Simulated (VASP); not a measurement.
# BAs (rocksalt type) (Fm-3m) in VASP: notebook, part 2 of 2

VASP 6.6.1. The steps go on from the part before.

## 4. Relaxation of cell and atoms, LDA

This run uses another cell than the first one, of 10.00 Å³/atom, 1.292 times its volume.

Input file INCAR:

```
SYSTEM = BAs
PREC     = Accurate       ! precision mode
ENCUT    = 600            ! plane-wave cutoff, eV
EDIFF    = 1E-6           ! SCF threshold, eV
ISMEAR   = -1             ! smearing method
SIGMA    = 0.08           ! smearing width, eV
LREAL    = .FALSE.        ! projectors in reciprocal space
LASPH    = .TRUE.         ! aspherical terms in the spheres
NELM     = 100            ! most SCF steps
ALGO     = Normal         ! electronic algorithm
ISIF     = 3              ! what is computed and relaxed
LWAVE    = .FALSE.        ! write WAVECAR
LCHARG   = .FALSE.        ! write CHGCAR
GGA      = CA             ! functional
IBRION   = 2              ! ionic algorithm
NSW      = 60             ! ionic steps
EDIFFG   = -0.005         ! ionic threshold
```

Input file KPOINTS:

```
regular mesh
0
G
  16 16 16
  0 0 0
```

Input file POSCAR:

```
BAs
1.0
    0.0000000000      2.1544346900      2.1544346900
    2.1544346900      0.0000000000      2.1544346900
    2.1544346900      2.1544346900      0.0000000000
B As
1 1
Direct
    0.0000000000      0.0000000000      0.0000000000
    0.5000000000      0.5000000000      0.5000000000
```

Potentials or basis: VASP PAW LDA potentials, release 64 (B, As).

On the command line:

```console
$ cat potpaw_LDA.64/B/POTCAR potpaw_LDA.64/As/POTCAR > POTCAR
$ mpirun -np 1 vasp_std > vasp.out
```

OUTCAR:

```text
SYSTEM = BAs
   PREC = Accurate
   ENCUT = 600
   EDIFF = 1E-6
   ISMEAR = -1
   LREAL = .FALSE.
   LASPH = .TRUE.
   NELM = 100
   ISIF = 3
   GGA = CA
   IBRION = 2
   NSW = 60
   EDIFFG = -0.005

 ion  position               nearest neighbor table
   1  0.000  0.000  0.000-   2 2.15   2 2.15   2 2.15   2 2.15   2 2.15   2 2.15
   2  0.500  0.500  0.500-   1 2.15   1 2.15   1 2.15   1 2.15   1 2.15   1 2.15

  LATTYP: Found a face centered cubic cell.
 ALAT       =     4.3088693800

  Lattice vectors:

 A1 = (   0.0000000000,   2.1544346900,   2.1544346900)
 A2 = (   2.1544346900,   0.0000000000,   2.1544346900)
 A3 = (   2.1544346900,   2.1544346900,   0.0000000000)

Analysis of symmetry for initial positions (statically):
=====================================================================
 Subroutine PRICEL returns:
 Original cell was already a primitive cell.

 Routine SETGRP: Setting up the symmetry group for a
 face centered cubic supercell.

 Subroutine GETGRP returns: Found 48 space group operations
 (whereof 48 operations were pure point group operations)
 out of a pool of 48 trial point group operations.

The static configuration has the point symmetry O_h .

Analysis of symmetry for dynamics (positions and initial velocities):
=====================================================================
 Subroutine PRICEL returns:
 Original cell was already a primitive cell.

 Routine SETGRP: Setting up the symmetry group for a
[... 157 lines left out ...]

 val. band max:       10.1309926365   @ k =   0.4375   0.1250   0.0625
 cond. band min:      10.1696850774   @ k =   0.5000   0.3125   0.0625
 fundamental gap:      0.0386924409
 Fermi energy:        10.1422552970

 k-point     1 :       0.0000    0.0000    0.0000
  band No.  band energies     occupation
      1      -8.0452      2.00000
      2       9.9780      1.77245
      3       9.9780      1.77245
      4       9.9780      1.77245
      5      16.7387      0.00000
      6      19.1473      0.00000
      7      19.1473      0.00000
      8      19.1474      0.00000
[... 354 lines left out ...]
  FREE ENERGIE OF THE ION-ELECTRON SYSTEM (eV)
  ---------------------------------------------------
  free  energy   TOTEN  =       -11.1995635268 eV

  energy  without entropy=      -11.1832007955  energy(sigma->0) =      -11.19138216

[... ionic steps 4 to 16 ...]

--------------------------------------- Ionic step       17  -------------------------------------------

 number of electron       7.9999999 magnetization

------------------------ aborting loop because EDIFF is reached ----------------------------------------
[... 67 lines left out ...]
--------------------------------------- Ionic step       19  -------------------------------------------

 number of electron       7.9999999 magnetization

 Free energy of the ion-electron system (eV)
  ---------------------------------------------------
  ext. energy  EPLUGINS =         0.00000000
  ---------------------------------------------------
  free energy    TOTEN  =       -11.19958278 eV

  energy without entropy =      -11.18324447  energy(sigma->0) =      -11.19141363

 E-fermi :   7.9038     XC(G=0): -11.7049

 val. band max:        7.8918722574   @ k =   0.2500   0.0000   0.0000
 cond. band min:       7.9232382818   @ k =   0.5000   0.0625   0.0000
 fundamental gap:      0.0313660244
 Fermi energy:         7.9037641226

 k-point     1 :       0.0000    0.0000    0.0000
  band No.  band energies     occupation
      1      -8.4200      2.00000
      2       7.8509      1.31868
      3       7.8509      1.31868
      4       7.8509      1.31868
      5      11.9980      0.00000
      6      15.7701      0.00000
      7      15.7701      0.00000
      8      15.7701      0.00000
[... 282 lines left out ...]
  FREE ENERGIE OF THE ION-ELECTRON SYSTEM (eV)
  ---------------------------------------------------
  free  energy   TOTEN  =       -11.1995827828 eV

  energy  without entropy=      -11.1832444744  energy(sigma->0) =      -11.19141363

 reached required accuracy - stopping structural energy minimisation
```

CONTCAR:

```text
BAs
   1.00000000000000
     0.0000000000000000    2.2729740293742546    2.2729740293742546
     2.2729740293742546   -0.0000000000000000    2.2729740293742546
     2.2729740293742546    2.2729740293742546    0.0000000000000000
  B               As
     1     1
Direct
     0.0000000000000000    0.0000000000000000    0.0000000000000000
     0.5000000000000000    0.5000000000000000    0.5000000000000000

  0.00000000E+00  0.00000000E+00  0.00000000E+00
  0.00000000E+00  0.00000000E+00  0.00000000E+00
```

Wall time 49 s (1 thread of Intel Xeon Platinum 8488C (Sapphire Rapids), shared host); peak memory 0.16 GiB.

What came out:

- Free energy: -11.1996 eV
- Relaxed volume: 11.74 Å³/atom
- Relaxed cell: a = 3.214 Å, b = 3.214 Å, c = 3.214 Å, α = 60.00°, β = 60.00°, γ = 60.00°
- Space group after relaxing (to 0.05 Å): Fm-3m (No. 225)
- Energy gained by relaxing: 157.0 meV/atom
- Ionic steps: 19
- Pressure after relaxing: 0.0 GPa
- Band gap on the k mesh: zero (band 4 reaches 9.43 eV, above the bottom of band 5 at 4.72 eV)

The path:
| step | energy change (eV) | largest force (eV/Å) | pressure (GPa) | volume (Å³) |
| --- | --- | --- | --- | --- |
| 1 | 0.0000 | 0.0000 | 33.20 | 20.00 |
| 2 | -0.1596 | 0.0000 | -14.16 | 26.62 |
| 3 | -0.3140 | 0.0000 | -0.19 | 23.52 |
| 4 | -0.3140 | 0.0000 | 0.27 | 23.44 |
| 5 | -0.3140 | 0.0000 | 0.27 | 23.44 |
| 6 | -0.3140 | 0.0000 | 0.26 | 23.44 |
| 7 | -0.3140 | 0.0000 | 0.26 | 23.44 |
| 8 | -0.3140 | 0.0000 | 0.25 | 23.44 |
| 9 | -0.3140 | 0.0000 | 0.25 | 23.44 |
| 10 | -0.3140 | 0.0000 | 0.25 | 23.44 |
| 11 | -0.3140 | 0.0000 | 0.25 | 23.45 |
| 12 | -0.3140 | 0.0000 | 0.25 | 23.45 |
| 13 | -0.3140 | 0.0000 | 0.25 | 23.45 |
| 14 | -0.3140 | 0.0000 | 0.24 | 23.45 |
| 15 | -0.3140 | 0.0000 | 0.22 | 23.45 |
| 16 | -0.3140 | 0.0000 | 0.19 | 23.46 |
| 17 | -0.3140 | 0.0000 | 0.08 | 23.47 |
| 18 | -0.3140 | 0.0000 | -0.11 | 23.50 |
| 19 | -0.3140 | 0.0000 | -0.02 | 23.49 |

Final structure:
```xyz
2
Lattice="0.0000 2.2730 2.2730 2.2730 0.0000 2.2730 2.2730 2.2730 0.0000" Properties=species:S:1:pos:R:3 pbc="T T T"
B     0.0000    0.0000    0.0000
As    2.2730    2.2730    2.2730
```

Levels at points of the mesh, in eV from the Fermi level:
```
           k point  band 2  band 3  band 4  band 5  band 6  band 7
(0.00, 0.00, 0.00)   -0.05   -0.05   -0.05    4.09    7.87    7.87
(0.50, 0.00, 0.00)   -9.94    1.02    1.02    1.36    1.36    4.32
(0.50, 0.50, 0.00)   -8.24   -3.91   -3.91   -3.19    3.58   10.86
```

Caveat: the volume moved by over 15 % at a fixed basis, so the end points are rough.

## 5. Overview

```tsv
task	cell	k mesh	cutoff (eV)	gap on the mesh (eV)	pressure (GPa)
single point	a = 2.797 Å, angles 60.0°, 2 atoms	18 × 18 × 18	520	none	144.8
single point	a = 3.210 Å, angles 60.0°, 2 atoms	16 × 16 × 16	520	none	0.7
relaxation of cell and atoms	relaxed from a = 3.047 Å, angles 60.0°, 2 atoms	16 × 16 × 16	600	none	0.0
```

Alike in all rows: level LDA; potentials or basis VASP PAW LDA potentials, release 64 (B, As); no spin polarisation; smearing fermi-dirac 0.08 eV.

Caveats: the volume moved by over 15 % at a fixed basis, so the end points are rough (some runs).

Absolute energies hang on the potentials; compare differences alone.
